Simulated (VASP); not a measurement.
# LiRe3 (Pm-3m) in VASP: further runs

The runs below take LiRe3 through single point, relaxation of cell and atoms, with PBE.

All numbers are computed with VASP 6.6.1; they aren't measurements. Logs are shortened: lines on timing, memory, paths and dates and some standing lists are left out, and cuts for length are marked.

### 1 The cell of the first run

The structure is cubic, space group Pm-3m (No. 221). The conventional cell has a = 3.836 Å, b = 3.836 Å, c = 3.836 Å, α = 90.00°, β = 90.00°, γ = 90.00°. Within 3.6 Å of Li (site symmetry m-3m) lie 12 Re at 2.71 Å. Re (site symmetry 4/mmm) has 4 Li at 2.71 Å and 8 Re at 2.71 Å within 3.6 Å.

### 2 Single point, PBE

Input file INCAR:

```
ALGO = Normal ; EDIFF = 1E-7
ENCUT = 520 ; GGA = PE
ISIF = 2 ; ISMEAR = 0
LASPH = True ; LCHARG = False
LREAL = False ; LWAVE = False
NBANDS = 20 ; NELM = 100
PREC = Accurate ; SIGMA = 0.1
```

Input file KPOINTS:

```
k-points
0
Gamma
  12 12 12
```

Input file POSCAR:

```
LiRe3
1.0
    3.8362243512      0.0000000000      0.0000000000
    0.0000000000      3.8362243512      0.0000000000
    0.0000000000      0.0000000000      3.8362243512
Li Re
1 3
Direct
    0.0000000000      0.0000000000      0.0000000000
    0.0000000000      0.5000000000      0.5000000000
    0.5000000000      0.0000000000      0.5000000000
    0.5000000000      0.5000000000      0.0000000000
```

Potentials or basis: VASP PAW PBE potentials, release 64 (Li_sv, Re).

Run with:

```bash
$ cat potpaw_PBE.64/Li_sv/POTCAR potpaw_PBE.64/Re/POTCAR > POTCAR
$ mpirun -np 1 vasp_std > vasp.out
```

OUTCAR:

```text
EDIFF = 1E-7
   ENCUT = 520
   GGA = PE
   ISIF = 2
   ISMEAR = 0
   LASPH = True
   LREAL = False
   NELM = 100
   PREC = Accurate

 ion  position               nearest neighbor table
   1  0.000  0.000  0.000-   2 2.71   3 2.71   4 2.71   2 2.71   3 2.71   2 2.71   4 2.71   2 2.71
                             3 2.71   4 2.71   3 2.71   4 2.71
   2  0.000  0.500  0.500-   1 2.71   3 2.71   4 2.71   1 2.71   4 2.71   1 2.71   3 2.71   1 2.71
                             3 2.71   4 2.71   4 2.71   3 2.71
   3  0.500  0.000  0.500-   1 2.71   2 2.71   4 2.71   1 2.71   4 2.71   2 2.71   4 2.71   4 2.71
                             1 2.71   2 2.71   1 2.71   2 2.71
   4  0.500  0.500  0.000-   1 2.71   2 2.71   3 2.71   2 2.71   3 2.71   1 2.71   3 2.71   3 2.71
                             1 2.71   2 2.71   2 2.71   1 2.71

  LATTYP: Found a simple cubic cell.
 ALAT       =     3.8362243512

  Lattice vectors:

 A1 = (   3.8362243512,   0.0000000000,   0.0000000000)
 A2 = (   0.0000000000,   3.8362243512,   0.0000000000)
 A3 = (   0.0000000000,   0.0000000000,   3.8362243512)

Analysis of symmetry for initial positions (statically):
=====================================================================
 Subroutine PRICEL returns:
 Original cell was already a primitive cell.

 Routine SETGRP: Setting up the symmetry group for a
 simple cubic supercell.

 Subroutine GETGRP returns: Found 48 space group operations
 (whereof 48 operations were pure point group operations)
 out of a pool of 48 trial point group operations.

The static configuration has the point symmetry O_h .

Analysis of symmetry for dynamics (positions and initial velocities):
=====================================================================
 Subroutine PRICEL returns:
 Original cell was already a primitive cell.

 Routine SETGRP: Setting up the symmetry group for a
 simple cubic supercell.

 Subroutine GETGRP returns: Found 48 space group operations
 (whereof 48 operations were pure point group operations)
 out of a pool of 48 trial point group operations.

The dynamic configuration has the point symmetry O_h .

 Subroutine INISYM returns: Found 48 space group operations
 (whereof 48 operations are pure point group operations),
 and found     1 'primitive' translations

----------------------------------------------------------------------------------------

                                     Primitive cell

  volume of cell :      56.4562

  direct lattice vectors                    reciprocal lattice vectors
     3.836224351  0.000000000  0.000000000     0.260672971  0.000000000  0.000000000
     0.000000000  3.836224351  0.000000000     0.000000000  0.260672971  0.000000000
     0.000000000  0.000000000  3.836224351     0.000000000  0.000000000  0.260672971

  length of vectors
     3.836224351  3.836224351  3.836224351     0.260672971  0.260672971  0.260672971

  position of ions in fractional coordinates (direct lattice)
     0.000000000  0.000000000  0.000000000
     0.000000000  0.500000000  0.500000000
     0.500000000  0.000000000  0.500000000
     0.500000000  0.500000000  0.000000000

  ion indices of the primitive-cell ions
   primitive index   ion index
                 1           1
                 2           2
                 3           3
                 4           4

----------------------------------------------------------------------------------------

 KPOINTS: k-points

Automatic generation of k-mesh.
 Grid dimensions read from file:
 generate k-points for:   12   12   12

 Generating k-lattice:

  Cartesian coordinates                     Fractional coordinates (reciprocal lattice)
     0.021722748  0.000000000  0.000000000     0.083333333  0.000000000  0.000000000
     0.000000000  0.021722748  0.000000000     0.000000000  0.083333333  0.000000000
     0.000000000  0.000000000  0.021722748     0.000000000  0.000000000  0.083333333

  Length of vectors
     0.021722748  0.021722748  0.021722748

  Shift w.r.t. Gamma in fractional coordinates (k-lattice)
     0.000000000  0.000000000  0.000000000

 Subroutine IBZKPT returns following result:
 ===========================================

 Found     84 irreducible k-points:

 Following reciprocal coordinates:
            Coordinates               Weight
  0.000000  0.000000  0.000000      1.000000
  0.083333  0.000000  0.000000      6.000000
  0.166667  0.000000  0.000000      6.000000
  0.250000  0.000000  0.000000      6.000000
  0.333333  0.000000  0.000000      6.000000
  0.416667  0.000000  0.000000      6.000000
[... 16 lines left out ...]
  0.333333  0.333333  0.000000     12.000000
  0.416667  0.333333  0.000000     24.000000
 [... further k-points ...]
   k-points           NKPTS =     84   k-points in BZ     NKDIM =     84   number of bands    NBANDS=     20
   number of dos      NEDOS =    301   number of ions     NIONS =      4
   total plane-waves  NPLWV =  27000
   dimension x,y,z NGX =    30 NGY =   30 NGZ =   30
   dimension x,y,z NGXF=    60 NGYF=   60 NGZF=   60
   ions per type =               1   3
   NGX,Y,Z   is equivalent  to a cutoff of  13.00, 13.00, 13.00 a.u.
   NGXF,Y,Z  is equivalent  to a cutoff of  26.00, 26.00, 26.00 a.u.
 SYSTEM =  unknown system
   PREC   = accura    normal or accurate (medium, high low for compatibility)
   ISTART =      0    job   : 0-new  1-cont  2-samecut
   ICHARG =      2    charge: 1-file 2-atom 10-const
   ISPIN  =      1    spin polarized calculation?
   LNONCOLLINEAR =      F non collinear calculations
   LSORBIT =      F    spin-orbit coupling
   LASPH  =      T    aspherical Exc in radial PAW
   ENCUT  =  520.0 eV  38.22 Ry    6.18 a.u.   7.13  7.13  7.13*2*pi/ulx,y,z
   NELM   =    100;   NELMIN=  2; NELMDL= -5     # of ELM steps
   EDIFF  = 0.1E-06   stopping-criterion for ELM
   LREAL  =      F    real-space projection
   EDIFFG = 0.1E-05   stopping-criterion for IOM
   NSW    =      0    number of steps for IOM
   IBRION =     -1    ionic relax: 0-MD 1-quasi-New 2-CG
   NFREE  =      0    steps in history (QN), initial steepest desc. (CG)
   ISIF   =      2    stress and relaxation
   ISYM   =      2    0-nonsym 1-usesym 2-fastsym
   POTIM  = 0.5000    time-step for ionic-motion
   TEBEG  =    0.0;   TEEND  =   0.0 temperature during run
   PSTRESS=    0.0 pullay stress
   NELECT =      24.0000    total number of electrons
   NUPDOWN=      -1.0000    fix difference up-down
   EMIN   =  10.00;   EMAX   =-10.00  energy-range for DOS
   EFERMI =   0.00;   METHOD = LEGACY
   ISMEAR =     0;   SIGMA  =   0.10  broadening in eV -4-tet -1-fermi 0-gaus
   EFERMI_NEDOS =   21; number of points for ismear=-14 and -15
   IALGO  =     38    algorithm
   IMIX   =      4    mixing-type and parameters
     AMIX     =   0.40;   BMIX     =  1.00
     AMIX_MAG =   1.60;   BMIX_MAG =  1.00
  volume/ion in A,a.u.               =      14.11        95.25
  Fermi-wavevector in a.u.,A,eV,Ry     =   1.230952  2.326163 20.616142  1.515244
  Thomas-Fermi vector in A             =   2.365781
   LORBIT       =      0    0 simple, 1 ext, 2 COOP (PROOUT), +10 PAW based schemes
   GGA     = PE    functional components
   LHFCALC =     F    Hartree Fock is set to
   AEXX    =    0.0000 exact exchange contribution
   IVDW    =     0    specifies the selected vdW correction
   LEPSILON=     F    determine dielectric tensor
   LRPA    =     F    only Hartree local field effects (RPA)
 non-spin polarized calculation
 Gauss-broadening in eV      SIGMA  =   0.10
  energy-cutoff  :      520.00
  volume of cell :       56.46
 maximum number of plane-waves:      1568
 NGX is ok and might be reduce to    30
   NGX = 15   NGY = 15   NGZ = 15

 number of electron      24.0000003 magnetization

 Free energy of the ion-electron system (eV)
  ---------------------------------------------------
  ext. energy  EPLUGINS =         0.00000000
  ---------------------------------------------------
  free energy    TOTEN  =       -37.50638893 eV

  energy without entropy =      -37.48827537  energy(sigma->0) =      -37.49733215

 E-fermi :   6.8345     XC(G=0): -12.6724

 val. band max:        6.8325635451   @ k =   0.3333   0.3333   0.0833
 cond. band min:       6.8535551527   @ k =   0.3333   0.3333   0.0000
 fundamental gap:      0.0209916075
 Fermi energy:         6.8345092623

 k-point     1 :       0.0000    0.0000    0.0000
  band No.  band energies     occupation
      1     -37.6880      2.00000
      2      -2.4796      2.00000
      3       0.2718      2.00000
      4       1.8181      2.00000
      5       1.8181      2.00000
      6       1.8181      2.00000
[... 12 lines left out ...]
     19      11.5402      0.00000
     20      11.5402      0.00000

 k-point     2 :       0.0833    0.0000    0.0000
  band No.  band energies     occupation
      1     -37.6879      2.00000
      2      -2.3807      2.00000
      3       0.3435      2.00000
      4       1.8478      2.00000
      5       1.8844      2.00000
      6       1.8844      2.00000
[... 12 lines left out ...]
     19      11.6522      0.00000
     20      11.6522      0.00000

 k-point     3 :       0.1667    0.0000    0.0000
  band No.  band energies     occupation
      1     -37.6875      2.00000
      2      -2.0931      2.00000
      3       0.5487      2.00000
      4       1.9327      2.00000
      5       1.9513      2.00000
      6       2.0798      2.00000
[... 12 lines left out ...]
     19      12.0831      0.00000
     20      12.0832      0.00000

 k-point     4 :       0.2500    0.0000    0.0000
  band No.  band energies     occupation
      1     -37.6871      2.00000
      2      -1.6488      2.00000
      3       0.8530      2.00000
      4       1.9357      2.00000
      5       2.0577      2.00000
      6       2.3910      2.00000
[... 429 lines left out ...]
 k-point    23 :       0.3333    0.3333    0.0000
  band No.  band energies     occupation
      1     -37.6859      2.00000
      2       0.0875      2.00000
      3       2.2447      2.00000
      4       2.2535      2.00000
      5       2.6614      2.00000
      6       2.9806      2.00000
[... 12 lines left out ...]
     19      12.5169      0.00000
     20      13.6570      0.00000

 k-point    24 :       0.4167    0.3333    0.0000
  band No.  band energies     occupation
      1     -37.6859      2.00000
      2       0.5943      2.00000
      3       1.9883      2.00000
      4       2.5734      2.00000
      5       2.8939      2.00000
      6       3.2127      2.00000
[... 12 lines left out ...]
     19      12.5260      0.00000
     20      13.2426      0.00000

 [... further k-points ...]

------------------------ aborting loop because EDIFF is reached ----------------------------------------

  FORCE on cell =-STRESS in cart. coord.  units (eV):
  Direction    XX          YY          ZZ          XY          YZ          ZX
  --------------------------------------------------------------------------------------
  -------------------------------------------------------------------------------------
  Total       -0.1780241     -0.1780241     -0.1780241      0.0000000      0.0000000     -0.0000000
  in kB       -5.0521638     -5.0521638     -5.0521638      0.0000000      0.0000000     -0.0000000
  external PRESSURE =      -5.0521638 kB  Pullay stress =       0.0000000 kB

 VOLUME and BASIS-vectors are now :
 -----------------------------------------------------------------------------
  energy-cutoff  :      520.00
  volume of cell :       56.46
      direct lattice vectors                 reciprocal lattice vectors
     3.836224351  0.000000000  0.000000000     0.260672971  0.000000000  0.000000000
     0.000000000  3.836224351  0.000000000     0.000000000  0.260672971  0.000000000
     0.000000000  0.000000000  3.836224351     0.000000000  0.000000000  0.260672971

 POSITION                                       TOTAL-FORCE (eV/Angst)
 -----------------------------------------------------------------------------------
      0.00000      0.00000      0.00000         0.000000      0.000000      0.000000
      0.00000      1.91811      1.91811         0.000000      0.000000      0.000000
      1.91811      0.00000      1.91811         0.000000      0.000000      0.000000
      1.91811      1.91811      0.00000         0.000000      0.000000      0.000000
 -----------------------------------------------------------------------------------
    total drift:                                0.000000      0.000000     -0.000000

  FREE ENERGIE OF THE ION-ELECTRON SYSTEM (eV)
  ---------------------------------------------------
  free  energy   TOTEN  =       -37.5063889318 eV

  energy  without entropy=      -37.4882753653  energy(sigma->0) =      -37.49733215
```

It took 2 min on 1 thread of Intel Xeon Platinum 8259CL at 2.50GHz (Skylake/Cascade Lake), shared host; peak memory 0.23 GiB.

What came out:

```yaml
Free_energy: -37.5064 eV
Band_gap_on_the_k_mesh: zero (bands 12 and 13 overlap by 3.19 eV)
```

Caveat: the cutoff is under 1.25 times the usual one of these potentials, so pressure, stress and relaxed cells hold a basis-set (Pulay) error; spin-orbit coupling is left out, which moves the levels of the heavy elements.

### 3 Relaxation of cell and atoms, PBE

This run uses another cell than the first one, of 14.08 Å³/atom.

Input file INCAR:

```
SYSTEM = LiRe3
PREC = Accurate ; ENCUT = 600
EDIFF = 1E-6 ; ISMEAR = 0
SIGMA = 0.1 ; LREAL = .False.
LASPH = .True. ; NELM = 100
ALGO = Normal ; ISIF = 3
LWAVE = .False. ; LCHARG = .False.
GGA = PE ; IBRION = 2
NSW = 100 ; EDIFFG = -0.01
```

Input file KPOINTS:

```
regular mesh
0
Gamma
  12 12 12
  0 0 0
```

Input file POSCAR:

```
LiRe3
1.0
    3.8330181290      0.0000000000      0.0000000000
    0.0000000000      3.8330181290      0.0000000000
    0.0000000000      0.0000000000      3.8330181290
Li Re
1 3
Direct
    0.0000000000      0.0000000000      0.0000000000
    0.0000000000      0.5000000000      0.5000000000
    0.5000000000      0.0000000000      0.5000000000
    0.5000000000      0.5000000000      0.0000000000
```

Potentials or basis: VASP PAW PBE potentials, release 64 (Li_sv, Re).

Run with:

```bash
$ cat potpaw_PBE.64/Li_sv/POTCAR potpaw_PBE.64/Re/POTCAR > POTCAR
$ mpirun -np 1 vasp_std > vasp.out
```

It took 2.5 min on 1 thread of Intel Xeon Platinum 8259CL at 2.50GHz (Skylake/Cascade Lake), shared host; peak memory 0.24 GiB.

Results (log left out):

| Item | Value |
| --- | --- |
| Free energy | -37.5101 eV |
| Relaxed volume | 14.09 Å³/atom |
| Relaxed cell | a = 3.834 Å, b = 3.834 Å, c = 3.834 Å, α = 90.00°, β = 90.00°, γ = 90.00° |
| Space group after relaxing (to 0.1 Å) | Pm-3m (No. 221) |
| Energy gained by relaxing | 0.0 meV/atom |
| Ionic steps | 3 |
| Pressure after relaxing | 0.0 GPa |
| Band gap on the k mesh | zero (bands 12 and 13 overlap by 3.20 eV) |

Final structure:
```
Li Re
1.0
     3.83401    0.00000    0.00000
     0.00000    3.83401    0.00000
     0.00000    0.00000    3.83401
Li Re
1 3
Direct
  0.00000 0.00000 0.00000
  0.00000 0.50000 0.50000
  0.50000 0.00000 0.50000
  0.50000 0.50000 0.00000
```

Levels at points of the mesh, in eV from the Fermi level:
```tsv
k point	band 8	band 9	band 10	band 11	band 12	band 13	band 14	band 15	band 16
(0.00, 0.00, 0.00)	-4.87	0.23	0.23	0.23	2.29	2.29	2.38	2.38	2.38
(0.50, 0.00, 0.00)	-2.57	-1.93	-1.93	-1.12	-0.88	-0.77	0.43	0.43	0.58
(0.50, 0.50, 0.00)	-3.10	-3.10	-1.76	-1.76	-0.39	-0.39	-0.29	-0.15	0.97
(0.50, 0.50, 0.50)	-2.18	-0.19	-0.19	-0.19	-0.08	-0.08	-0.08	0.29	1.26
```

Caveat: the cutoff is under 1.25 times the usual one of these potentials, so pressure, stress and relaxed cells hold a basis-set (Pulay) error; spin-orbit coupling is left out, which moves the levels of the heavy elements.
